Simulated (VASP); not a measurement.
A run of VASP 6.6.1 is set up as follows.

POSCAR

```
Si3N4
1.0
   -3.1554467814      3.1554467814      3.1554467814
    3.1554467814     -3.1554467814      3.1554467814
    3.1554467814      3.1554467814     -3.1554467814
Si N
6 8
Direct
    0.2500000000      0.1250000000      0.8750000000
    0.8750000000      0.2500000000      0.1250000000
    0.7500000000      0.3750000000      0.6250000000
    0.6250000000      0.7500000000      0.3750000000
    0.1250000000      0.8750000000      0.2500000000
    0.3750000000      0.6250000000      0.7500000000
    0.5601030504      0.5601030504      0.5601030504
    0.4398969496      0.5000000000      0.0000000000
    0.5000000000      0.0000000000      0.9398969496
    0.0000000000      0.4398969496      0.5000000000
    0.9398969496      0.5000000000      0.0000000000
    0.0601030504      0.0601030504      0.0601030504
    0.0000000000      0.9398969496      0.5000000000
    0.5000000000      0.0000000000      0.4398969496
```

Contents of INCAR.step1:

```
PREC = Accurate
ENCUT = 520
ISMEAR = 0
SIGMA = 0.02
LREAL = False
LASPH = True
NELM = 80
GGA = PE
ALGO = Normal
EDIFF = 1E-4
LWAVE = True
LCHARG = False
KPAR = 4
```

INCAR.step2

```
PREC = Accurate
ENCUT = 520
EDIFF = 1E-6
ISMEAR = 0
SIGMA = 0.02
LREAL = False
LASPH = True
NELM = 80
ALGO = Normal
ISIF = 2
LWAVE = False
LCHARG = False
METAGGA = R2SCAN
LMIXTAU = True
IBRION = 2
NSW = 50
EDIFFG = -0.01
ISTART = 1
KPAR = 4
```

File KPOINTS:

```
Automatic mesh
0
Gamma
  6 6 6
```

Potentials or basis: VASP PAW PBE potentials, release 64 (Si, N).

Run with:

```sh
$ cat potpaw_PBE.64/Si/POTCAR potpaw_PBE.64/N/POTCAR > POTCAR
$ cp INCAR.step1 INCAR
$ mpirun -np 4 vasp_std > vasp.out
$ cp INCAR.step2 INCAR
$ mpirun -np 4 vasp_std > vasp.out
```

Question: What does it give for the energy gained by relaxing?

Answer: 0.4 meV/atom.

Question: What does it give for the band gap on the k mesh?

Answer: 4.88 eV (least direct gap 5.11 eV).

Final structure:
```xyz
14
Lattice="-3.1554 3.1554 3.1554 3.1554 -3.1554 3.1554 3.1554 3.1554 -3.1554" Properties=species:S:1:pos:R:3 pbc="T T T"
Si    2.3666    3.1554   -1.5777
Si   -1.5777    2.3666    3.1554
Si    0.7889    3.1554    1.5777
Si    1.5777    0.7889    3.1554
Si    3.1554   -1.5777    2.3666
Si    3.1554    1.5777    0.7889
N     1.7584    1.7584    1.7584
N     0.1807   -0.1807    2.9748
N     1.3971    4.5525   -1.3971
N     2.9748    0.1807   -0.1807
N    -1.3971    1.3971    4.5525
N     0.1807    0.1807    0.1807
N     4.5525   -1.3971    1.3971
N    -0.1807    2.9748    0.1807
```

 A k mesh can miss the band edges.
